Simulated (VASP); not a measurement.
**O2: single point with BLYP**

System: O2, in a box.

```xyz
2
Lattice="12.0000 0.0000 0.0000 0.0000 12.3000 0.0000 0.0000 0.0000 12.6000" Properties=species:S:1:pos:R:3 pbc="T T T"
O     6.0000    6.1500    5.6875
O     6.0000    6.1500    6.9125
```

```json
{"Program": "VASP 6.6.1", "Task": "single point", "Functional": "BLYP", "Potentials or basis": "VASP PAW PBE potentials, release 64 (O)", "Cutoff": "520 eV", "k mesh": "1 × 1 × 1", "Occupations": "fermi-dirac, width 0.01 eV", "Spin": "collinear spin, ferromagnetic start", "Starting moments": "[1.0, 1.0] μB", "Dipole correction": "no", "Further INCAR settings": "ALGO = Normal; EDIFF = 1e-06; NBANDS = 17"}
```

```yaml
Largest_force: 1.327 eV/Å
Gap_between_the_frontier_levels: 2.29 eV
Net_moment: 2.00 μB per cell
Site_moments: O +0.81 μB
Valence_electrons_inside_the_program's_atomic_spheres: O 4.88
```

Forces on the atoms (eV/Å):
```
O    0.000  0.000 -1.327
O    0.000  0.000  1.327
```

Levels at points of the mesh, in eV from the valence-band top:
Spin up:
```
           k point  band 5  band 6  band 7  band 8  band 9  band 10
(0.00, 0.00, 0.00)   -6.37    0.00    0.00    6.68    7.49     7.52
```
Spin down:
```tsv
k point	band 3	band 4	band 5	band 6	band 7	band 8
(0.00, 0.00, 0.00)	-5.53	-4.51	-4.51	2.29	2.29	6.74
```

It took 11 min on 1 thread of Intel(R) Xeon(R) Platinum 8259CL CPU @ 2.50GHz (Skylake/Cascade Lake), on a shared host, peak memory 1.8 GiB.

Caveat: the standard files for N, O and F lose accuracy on very short bonds; the PAW data sets were made with another functional, which shifts forces and pressure a little.
